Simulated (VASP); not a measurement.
MnO2:

```
Mn O
1.0
     4.40042    0.00000    0.00000
     0.00000    4.40042    0.00000
     0.00000    0.00000    2.86708
Mn O
2 4
Direct
  0.50000 0.50000 0.50000
  0.00000 0.00000 0.00000
  0.80492 0.19508 0.50000
  0.69508 0.69508 0.00000
  0.19508 0.80492 0.50000
  0.30492 0.30492 0.00000
```

- Program: VASP 6.6.1
- Task: relaxation of cell and atoms
- Functional: PBEsol
- Potentials or basis: VASP PAW PBE potentials, release 64 (Mn_pv, O)
- Cutoff: 600 eV
- k mesh: 6 × 6 × 9
- Occupations: fermi-dirac, width 0.05 eV
- Spin: collinear spin, ferromagnetic start
- Starting moments: [4.0, 4.0, 0.0, 0.0, 0.0, 0.0] μB
- Hubbard terms: Mn d U = 5.0 eV

At the start: pressure 5.4 GPa; volume 9.25 Å³/atom.

Problem. How do energy, volume and symmetry change on relaxing?

Solution. Over 7 steps the energy falls by 5.4 meV/atom and the volume is 9.49 Å³/atom (+2.6 %); space group P4_2/mnm (No. 136, to 0.1 Å) before and after; moment 6.07 μB per cell.

The path:
| step | energy change (eV) | largest force (eV/Å) | pressure (GPa) | volume (Å³) |
| --- | --- | --- | --- | --- |
| 1 | 0.0000 | 0.0539 | 5.43 | 55.52 |
| 2 | -0.0188 | 0.1866 | -3.22 | 58.07 |
| 3 | -0.0296 | 0.1066 | -0.21 | 57.05 |
| 4 | -0.0296 | 0.1090 | -0.30 | 57.08 |
| 5 | -0.0323 | 0.0206 | -0.23 | 57.06 |
| 6 | -0.0326 | 0.0202 | -0.15 | 57.05 |
| 7 | -0.0327 | 0.0028 | 0.01 | 56.97 |

Final structure:
```
CELL_PARAMETERS angstrom
4.41323 0.00000 0.00000
0.00000 4.41323 0.00000
0.00000 0.00000 2.92502
ATOMIC_POSITIONS crystal
Mn 0.50000 0.50000 0.50000
Mn 0.00000 0.00000 0.00000
O 0.80563 0.19437 0.50000
O 0.69437 0.69437 0.00000
O 0.19437 0.80563 0.50000
O 0.30563 0.30563 0.00000
```

Caveat: the PAW data sets were made with another functional, which shifts forces and pressure a little; the run started ferromagnetic, and an antiferromagnetic order may lie lower in energy.
